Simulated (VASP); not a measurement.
Sc, 1 atom in the cell. The structure is cubic, space group Fm-3m (No. 225). The conventional cell has a = 4.433 Å, b = 4.433 Å, c = 4.433 Å, α = 90.00°, β = 90.00°, γ = 90.00°. Within 4.1 Å of Sc (site symmetry m-3m) lie 12 Sc at 3.13 Å. This isn't the form of Sc at room conditions, which is hcp.

* Program: VASP 6.6.1
* Task: single point
* Functional: PBE
* Potentials or basis: VASP PAW PBE potentials, release 64 (Sc_sv)
* Cutoff: 500 eV
* k mesh: 13 × 13 × 13
* Occupations: fermi-dirac, width 0.1 eV
* Spin: no spin polarisation
* Dipole correction: no
* Further INCAR settings: ALGO = Normal; EDIFF = 1e-06; NBANDS = 12

Potentials or basis: VASP PAW PBE potentials, release 64 (Sc_sv).

Launch:

```bash
$ cat potpaw_PBE.64/Sc_sv/POTCAR > POTCAR
$ mpirun -np 1 vasp_std > vasp.out
```

Hardware: 1 thread of Intel Xeon 8259CL, on a shared host.

Problem. Estimate the wall time of this run.

Solution. It took 21 s on 1 thread of Intel Xeon 8259CL (shared host), peak memory 0.15 GiB. Counts: scf iterations 11, k points 84.
